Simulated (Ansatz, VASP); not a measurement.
**One calculation of Sb, two programs**

```
Sb
1.0
     2.14560    1.23876    3.65874
    -2.14560    1.23876    3.65874
     0.00000   -2.47753    3.65874
Sb
2
Cartesian
  0.0000 0.0000 2.5897
  0.0000 0.0000 8.3865
```

Alike in both runs: task single point; functional LDA; k mesh 9 × 9 × 9; occupations fermi-dirac, width 0.2 eV; no spin polarisation.

```csv
,VASP,Ansatz
version,VASP 6.6.1,Ansatz 0.2.0
potentials or method,"VASP PAW LDA potentials, release 64 (Sb), cutoff 520 eV","plane waves (420 eV) with PAW, scalar-relativistic"
valence electrons in the cell,10,30
```

Ansatz gave:

* pressure (GPa): 0.0

Task: What did VASP give for the same quantities?

Result: Pressure (GPa): 0.3.

Ansatz warns that its potentials were made for another functional, while VASP's fit it. LDA's correlation is that of Perdew and Zunger in VASP and of Perdew and Wang (1992) in Ansatz. VASP's potentials hold 10 valence electrons a cell and Ansatz's 30, so a difference there can come from the potentials and not from the codes.

Neither program's run includes spin-orbit coupling.
